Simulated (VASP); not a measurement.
# Pb (P6/mmm) in VASP: a series of runs

Runs on Pb. Level: PBE. Tasks: single point.

All numbers are computed with VASP 6.6.1; they aren't measurements. Logs are shortened: lines on timing, memory, paths and dates and some standing lists are left out, and cuts for length are marked.

### Step 1. The cell of the first run

Symmetry: P6/mmm, No. 191, hexagonal system. Conventional cell: a = 5.539 Å, b = 5.539 Å, c = 3.347 Å, α = 90.00°, β = 90.00°, γ = 120.00°. Pb (site symmetry 6/mmm) has 14 Pb at 3.35 to 3.61 Å within 4.4 Å. Pb (site symmetry -6m2) has 11 Pb at 3.20 to 3.61 Å within 4.2 Å.

### Step 2. Single point, PBE (volume scaled by 0.92)

Input file INCAR:

```
ALGO = Normal
EDIFF = 1E-7
ENCUT = 520
GGA = PE
ISIF = 2
ISMEAR = -1
LASPH = True
LCHARG = True
LELF = True
LREAL = False
LVHAR = True
LWAVE = False
NBANDS = 28
NELM = 60
PREC = Accurate
SIGMA = 0.1
```

Input file KPOINTS:

```
k-points
0
Gamma
  7 7 10
```

Input file POSCAR:

```
Pb
1.0
    5.5391915270      0.0000000000      0.0000000000
   -2.7695957635      4.7970805788      0.0000000000
    0.0000000000      0.0000000000      3.3474222767
Pb
3
Direct
    0.0000000000      0.0000000000      0.0000000000
    0.3333333333      0.6666666667      0.5000000000
    0.6666666667      0.3333333333      0.5000000000
```

Potentials or basis: VASP PAW PBE potentials, release 64 (Pb_d).

The run is started by

```console
$ cat potpaw_PBE.64/Pb_d/POTCAR > POTCAR
$ mpirun -np 1 vasp_std > vasp.out
```

OUTCAR:

```text
EDIFF = 1E-7
   ENCUT = 520
   GGA = PE
   ISIF = 2
   ISMEAR = -1
   LASPH = True
   LREAL = False
   NELM = 60
   PREC = Accurate

 ion  position               nearest neighbor table
   1  0.000  0.000  0.000-   2 3.61   3 3.61   2 3.61   3 3.61   2 3.61   2 3.61   3 3.61   3 3.61
                             3 3.61   3 3.61   2 3.61   2 3.61
   2  0.333  0.667  0.500-   3 3.20   3 3.20   3 3.20   1 3.61   1 3.61   1 3.61   1 3.61   1 3.61
                             1 3.61
   3  0.667  0.333  0.500-   2 3.20   2 3.20   2 3.20   1 3.61   1 3.61   1 3.61   1 3.61   1 3.61
                             1 3.61

  LATTYP: Found a hexagonal cell.
 ALAT       =     5.5391915270
 C/A-ratio  =     0.6043160379

  Lattice vectors:

 A1 = (   5.5391915270,   0.0000000000,   0.0000000000)
 A2 = (  -2.7695957635,   4.7970805788,   0.0000000000)
 A3 = (   0.0000000000,   0.0000000000,   3.3474222767)

Analysis of symmetry for initial positions (statically):
=====================================================================
 Subroutine PRICEL returns:
 Original cell was already a primitive cell.

 Routine SETGRP: Setting up the symmetry group for a
 hexagonal supercell.

 Subroutine GETGRP returns: Found 24 space group operations
 (whereof 24 operations were pure point group operations)
 out of a pool of 24 trial point group operations.

The static configuration has the point symmetry D_6h.

Analysis of symmetry for dynamics (positions and initial velocities):
=====================================================================
 Subroutine PRICEL returns:
 Original cell was already a primitive cell.

 Routine SETGRP: Setting up the symmetry group for a
 hexagonal supercell.

 Subroutine GETGRP returns: Found 24 space group operations
 (whereof 24 operations were pure point group operations)
 out of a pool of 24 trial point group operations.

The dynamic configuration has the point symmetry D_6h.

 Subroutine INISYM returns: Found 24 space group operations
 (whereof 24 operations are pure point group operations),
 and found     1 'primitive' translations

----------------------------------------------------------------------------------------

                                     Primitive cell

  volume of cell :      88.9475

  direct lattice vectors                    reciprocal lattice vectors
     5.539191527  0.000000000  0.000000000     0.180531761  0.104230061  0.000000000
    -2.769595763  4.797080579  0.000000000     0.000000000  0.208460121  0.000000000
     0.000000000  0.000000000  3.347422277     0.000000000  0.000000000  0.298737332

  length of vectors
     5.539191527  5.539191527  3.347422277     0.208460121  0.208460121  0.298737332

  position of ions in fractional coordinates (direct lattice)
     0.000000000  0.000000000  0.000000000
     0.333333333  0.666666667  0.500000000
     0.666666667  0.333333333  0.500000000

  ion indices of the primitive-cell ions
   primitive index   ion index
                 1           1
                 2           2
                 3           3

----------------------------------------------------------------------------------------

 KPOINTS: k-points

Automatic generation of k-mesh.
 Grid dimensions read from file:
 generate k-points for:    7    7   10

 Generating k-lattice:

  Cartesian coordinates                     Fractional coordinates (reciprocal lattice)
     0.025790252  0.014890009  0.000000000     0.142857143  0.000000000  0.000000000
     0.000000000  0.029780017  0.000000000     0.000000000  0.142857143  0.000000000
     0.000000000  0.000000000  0.029873733     0.000000000  0.000000000  0.100000000

  Length of vectors
     0.029780017  0.029780017  0.029873733

  Shift w.r.t. Gamma in fractional coordinates (k-lattice)
     0.000000000  0.000000000  0.000000000

 Subroutine IBZKPT returns following result:
 ===========================================

 Found     48 irreducible k-points:

 Following reciprocal coordinates:
            Coordinates               Weight
  0.000000  0.000000  0.000000      1.000000
  0.142857  0.000000  0.000000      6.000000
  0.285714  0.000000  0.000000      6.000000
  0.428571  0.000000  0.000000      6.000000
  0.142857  0.142857  0.000000      6.000000
  0.285714  0.142857  0.000000     12.000000
[... 16 lines left out ...]
  0.428571  0.142857  0.200000     12.000000
  0.285714  0.285714  0.200000     12.000000
 [... further k-points ...]
   k-points           NKPTS =     48   k-points in BZ     NKDIM =     48   number of bands    NBANDS=     28
   number of dos      NEDOS =    301   number of ions     NIONS =      3
   total plane-waves  NPLWV =  49392
   dimension x,y,z NGX =    42 NGY =   42 NGZ =   28
   dimension x,y,z NGXF=    84 NGYF=   84 NGZF=   56
   ions per type =               3
   NGX,Y,Z   is equivalent  to a cutoff of  12.61, 12.61, 13.91 a.u.
   NGXF,Y,Z  is equivalent  to a cutoff of  25.21, 25.21, 27.81 a.u.
 SYSTEM =  unknown system
   PREC   = accura    normal or accurate (medium, high low for compatibility)
   ISTART =      0    job   : 0-new  1-cont  2-samecut
   ICHARG =      2    charge: 1-file 2-atom 10-const
   ISPIN  =      1    spin polarized calculation?
   LNONCOLLINEAR =      F non collinear calculations
   LSORBIT =      F    spin-orbit coupling
   LASPH  =      T    aspherical Exc in radial PAW
   ENCUT  =  520.0 eV  38.22 Ry    6.18 a.u.  10.30 10.30  6.22*2*pi/ulx,y,z
   NELM   =     60;   NELMIN=  2; NELMDL= -5     # of ELM steps
   EDIFF  = 0.1E-06   stopping-criterion for ELM
   LREAL  =      F    real-space projection
   EDIFFG = 0.1E-05   stopping-criterion for IOM
   NSW    =      0    number of steps for IOM
   IBRION =     -1    ionic relax: 0-MD 1-quasi-New 2-CG
   NFREE  =      0    steps in history (QN), initial steepest desc. (CG)
   ISIF   =      2    stress and relaxation
   ISYM   =      2    0-nonsym 1-usesym 2-fastsym
   POTIM  = 0.5000    time-step for ionic-motion
   TEBEG  =    0.0;   TEEND  =   0.0 temperature during run
   PSTRESS=    0.0 pullay stress
   NELECT =      42.0000    total number of electrons
   NUPDOWN=      -1.0000    fix difference up-down
   EMIN   =  10.00;   EMAX   =-10.00  energy-range for DOS
   EFERMI =   0.00;   METHOD = LEGACY
   ISMEAR =    -1;   SIGMA  =   0.10  broadening in eV -4-tet -1-fermi 0-gaus
   EFERMI_NEDOS =   21; number of points for ismear=-14 and -15
   IALGO  =     38    algorithm
   IMIX   =      4    mixing-type and parameters
     AMIX     =   0.40;   BMIX     =  1.00
     AMIX_MAG =   1.60;   BMIX_MAG =  1.00
  volume/ion in A,a.u.               =      29.65       200.08
  Fermi-wavevector in a.u.,A,eV,Ry     =   1.274813  2.409048 22.111498  1.625149
  Thomas-Fermi vector in A             =   2.407560
   LORBIT       =      0    0 simple, 1 ext, 2 COOP (PROOUT), +10 PAW based schemes
   GGA     = PE    functional components
   LHFCALC =     F    Hartree Fock is set to
   AEXX    =    0.0000 exact exchange contribution
   IVDW    =     0    specifies the selected vdW correction
   LEPSILON=     F    determine dielectric tensor
   LRPA    =     F    only Hartree local field effects (RPA)
 non-spin polarized calculation
  energy-cutoff  :      520.00
  volume of cell :       88.95
 maximum number of plane-waves:      2426
 NGX is ok and might be reduce to    42
   NGX = 21   NGY = 21   NGZ = 13

 number of electron      42.0000014 magnetization

 Free energy of the ion-electron system (eV)
  ---------------------------------------------------
  ext. energy  EPLUGINS =         0.00000000
  ---------------------------------------------------
  free energy    TOTEN  =       -10.46459133 eV

  energy without entropy =      -10.40631993  energy(sigma->0) =      -10.43545563

 E-fermi :   7.5231     XC(G=0): -10.2865

 val. band max:        7.5005040047   @ k =   0.4286   0.1429   0.0000
 cond. band min:       7.5441464858   @ k =   0.4286   0.1429   0.1000
 fundamental gap:      0.0436424810
 Fermi energy:         7.5230714352

 k-point     1 :       0.0000    0.0000    0.0000
  band No.  band energies     occupation
      1      -9.7988      2.00000
      2      -9.6712      2.00000
      3      -9.5949      2.00000
      4      -9.5949      2.00000
      5      -9.5172      2.00000
      6      -9.5172      2.00000
[... 20 lines left out ...]
     27      15.5257      0.00000
     28      15.6313      0.00000

 k-point     2 :       0.1429    0.0000    0.0000
  band No.  band energies     occupation
      1      -9.7929      2.00000
      2      -9.6734      2.00000
      3      -9.5987      2.00000
      4      -9.5972      2.00000
      5      -9.5508      2.00000
      6      -9.5231      2.00000
[... 20 lines left out ...]
     27      15.1609      0.00000
     28      15.3205      0.00000

 k-point     3 :       0.2857    0.0000    0.0000
  band No.  band energies     occupation
      1      -9.7790      2.00000
      2      -9.6818      2.00000
      3      -9.6292      2.00000
      4      -9.6071      2.00000
      5      -9.5820      2.00000
      6      -9.5666      2.00000
[... 20 lines left out ...]
     27      14.8537      0.00000
     28      14.9631      0.00000

 k-point     4 :       0.4286    0.0000    0.0000
  band No.  band energies     occupation
      1      -9.7677      2.00000
      2      -9.6962      2.00000
      3      -9.6584      2.00000
      4      -9.6132      2.00000
      5      -9.5926      2.00000
      6      -9.5865      2.00000
[... 578 lines left out ...]
     27      13.0423      0.00000
     28      15.2116      0.00000

 k-point    23 :       0.4286    0.1429    0.2000
  band No.  band energies     occupation
      1      -9.6609      2.00000
      2      -9.6463      2.00000
      3      -9.6346      2.00000
      4      -9.6246      2.00000
      5      -9.5844      2.00000
      6      -9.5593      2.00000
[... 20 lines left out ...]
     27      12.4776      0.00000
     28      14.9125      0.00000

 k-point    24 :       0.2857    0.2857    0.2000
  band No.  band energies     occupation
      1      -9.6539      2.00000
      2      -9.6457      2.00000
      3      -9.6392      2.00000
      4      -9.6256      2.00000
      5      -9.5749      2.00000
      6      -9.5698      2.00000
[... 20 lines left out ...]
     27      13.1622      0.00000
     28      15.9661      0.00000

 [... further k-points ...]
[... 5 lines left out ...]
  --------------------------------------------------------------------------------------
  -------------------------------------------------------------------------------------
  Total        2.2858838      2.2858838      1.9115643      0.0000000     -0.0000000      0.0000000
  in kB       41.1747372     41.1747372     34.4322656      0.0000000     -0.0000000      0.0000000
  external PRESSURE =      38.9272467 kB  Pullay stress =       0.0000000 kB

 VOLUME and BASIS-vectors are now :
 -----------------------------------------------------------------------------
  energy-cutoff  :      520.00
  volume of cell :       88.95
      direct lattice vectors                 reciprocal lattice vectors
     5.539191527  0.000000000  0.000000000     0.180531761  0.104230061  0.000000000
    -2.769595763  4.797080579  0.000000000     0.000000000  0.208460121  0.000000000
     0.000000000  0.000000000  3.347422277     0.000000000  0.000000000  0.298737332

 POSITION                                       TOTAL-FORCE (eV/Angst)
 -----------------------------------------------------------------------------------
      0.00000      0.00000      0.00000         0.000000      0.000000     -0.000000
     -0.00000      3.19805      1.67371        -0.000000      0.000000      0.000000
      2.76960      1.59903      1.67371         0.000000      0.000000     -0.000000
 -----------------------------------------------------------------------------------
    total drift:                               -0.000000      0.000000     -0.000000

  FREE ENERGIE OF THE ION-ELECTRON SYSTEM (eV)
  ---------------------------------------------------
  free  energy   TOTEN  =       -10.4645913278 eV

  energy  without entropy=      -10.4063199274  energy(sigma->0) =      -10.43545563
```

Run time: 96 s. Hardware: 1 thread of Intel Xeon 6975P-C, shared host; peak memory 0.26 GiB.

What came out:

* Free energy: -10.4646 eV
* Pressure: 3.9 GPa
* Band gap on the k mesh: zero (band 21 reaches 9.57 eV, above the bottom of band 22 at 5.42 eV)

Stress tensor (GPa, compression positive):
```
4.12 0.00 0.00
0.00 4.12 0.00
0.00 0.00 3.44
```

Caveat: spin-orbit coupling is left out, which moves the levels of the heavy elements.

### Step 3. Single point, PBE (volume scaled by 0.96)

Input file INCAR:

```
SYSTEM = Pb
PREC     = Accurate       ! precision mode
ENCUT    = 520            ! plane-wave cutoff, eV
EDIFF    = 1E-6           ! SCF threshold, eV
ISMEAR   = -1             ! smearing method
SIGMA    = 0.1            ! smearing width, eV
LREAL    = .FALSE.        ! projectors in reciprocal space
LASPH    = .TRUE.         ! aspherical terms in the spheres
NELM     = 60             ! most SCF steps
ALGO     = Normal         ! electronic algorithm
ISIF     = 2              ! what is computed and relaxed
LWAVE    = .FALSE.        ! write WAVECAR
LCHARG   = .TRUE.         ! write CHGCAR
GGA      = PE             ! functional
LELF     = .TRUE.         ! ELF
LVHAR    = .TRUE.       
NBANDS   = 28             ! bands
```

Input file KPOINTS:

```
Automatic mesh
0
G
  7 7 10
  0 0 0
```

Input file POSCAR:

```
Pb
1.0
    5.6183335270      0.0000000000      0.0000000000
   -2.8091667635      4.8656195613      0.0000000000
    0.0000000000      0.0000000000      3.3952490566
Pb
3
Direct
    0.0000000000      0.0000000000      0.0000000000
    0.3333333333      0.6666666667      0.5000000000
    0.6666666667      0.3333333333      0.5000000000
```

Potentials or basis: VASP PAW PBE potentials, release 64 (Pb_d).

The run is started by

```console
$ cat potpaw_PBE.64/Pb_d/POTCAR > POTCAR
$ mpirun -np 1 vasp_std > vasp.out
```

Wall time 76 s (1 thread of Intel Xeon 6975P-C, shared host); peak memory 0.26 GiB.

The run converged. Its results:

* Free energy: -10.5334 eV
* Pressure: 1.7 GPa
* Band gap on the k mesh: zero (band 21 reaches 8.99 eV, above the bottom of band 22 at 5.06 eV)

Stress tensor (GPa, compression positive):
```
1.93 0.00 0.00
0.00 1.93 0.00
0.00 0.00 1.22
```

Levels at points of the mesh, in eV from the Fermi level:
| k point | band 18 | band 19 | band 20 | band 21 | band 22 | band 23 | band 24 | band 25 |
| --- | --- | --- | --- | --- | --- | --- | --- | --- |
| (0.00, 0.00, 0.00) | -7.05 | -2.08 | -2.08 | -1.97 | -1.97 | 3.00 | 6.92 | 7.52 |
| (0.00, 0.00, 0.50) | -5.19 | -2.11 | -1.28 | -0.29 | -0.29 | -0.24 | 0.96 | 0.96 |

Caveat: spin-orbit coupling is left out, which moves the levels of the heavy elements.

(Part 1 of 3 ends here.)
